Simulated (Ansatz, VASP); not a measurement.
K4CoSi in VASP and in Ansatz

INCAR

```
SYSTEM = K4CoSi
  PREC = Accurate
  ENCUT = 520
  EDIFF = 1E-6
  ISMEAR = 0
  SIGMA = 0.1
  LREAL = .False.
  LASPH = .True.
  NELM = 150
  ALGO = Normal
  ISIF = 2
  LWAVE = .False.
  LCHARG = .False.
  ISPIN = 2
  MAGMOM = 0 0 0 0 3 0
  LORBIT = 11
  LMAXMIX = 4
  GGA = PE
  NBANDS = 38
```

File KPOINTS:

```
Automatic mesh
0
Gamma
  4 4 4
  0 0 0
```

POSCAR

```
K4CoSi
1.0
    0.0000000000      4.3263991822      4.3263991822
    4.3263991822      0.0000000000      4.3263991822
    4.3263991822      4.3263991822      0.0000000000
K Co Si
4 1 1
Direct
    0.3750000000      0.8750000000      0.3750000000
    0.3750000000      0.3750000000      0.8750000000
    0.3750000000      0.3750000000      0.3750000000
    0.8750000000      0.3750000000      0.3750000000
    0.0000000000      0.0000000000      0.0000000000
    0.7500000000      0.7500000000      0.7500000000
```

Input for Ansatz:

```yaml
crystal:
  lattice:
    - [0.0, 4.3263991822, 4.3263991822]
    - [4.3263991822, 0.0, 4.3263991822]
    - [4.3263991822, 4.3263991822, 0.0]
  atoms:
    - { symbol: K, position: [0.375, 0.875, 0.375] }
    - { symbol: K, position: [0.375, 0.375, 0.875] }
    - { symbol: K, position: [0.375, 0.375, 0.375] }
    - { symbol: K, position: [0.875, 0.375, 0.375] }
    - { symbol: Co, position: [0.0, 0.0, 0.0], spin: 3.0 }
    - { symbol: Si, position: [0.75, 0.75, 0.75] }
basis:
  ecutwfc: 420
kpoints:
  mp_grid: { grid: [4, 4, 4] }
hamiltonian:
  xc: pbe
scf:
  occupations: { method: gaussian, width: 0.1 }
  lower_state_search: "off"
output:
  forces: true
  stress: true
  eigenvalues: true
  populations: true
magnetization:
  spin_polarized: true
```

Alike in both runs: task single point; functional PBE; k mesh 4 × 4 × 4; occupations gaussian, width 0.1 eV; collinear spin.

```csv
,VASP,Ansatz
version,VASP 6.6.1,Ansatz 0.2.0
potentials or method,"VASP PAW PBE potentials, release 64 (K_sv, Co, Si), cutoff 520 eV","scalar-relativistic, plane waves, PAW"
valence electrons in the cell,49,57
```

|  | VASP | Ansatz | Ansatz less VASP |
| --- | --- | --- | --- |
| gap on the k mesh at the Fermi level (eV) | none | none | - |
| pressure (GPa) | 3.9 | 3.9 | -0.02 |
| net moment per atom (μB) | 0.26 | 0.27 | +0.006 |
| size of the moment on the site where the two differ most (μB) | 1.83 | 1.90 | +0.066 |

Site moments also hang on the region over which each program counts them. A gap of «none» marks a metal or a gap that the smearing closes. The functional is the same, so the differences come from potentials, cutoffs and numerics. VASP's potentials hold 49 valence electrons a cell and Ansatz's 57, so a difference there can come from the potentials and not from the codes.
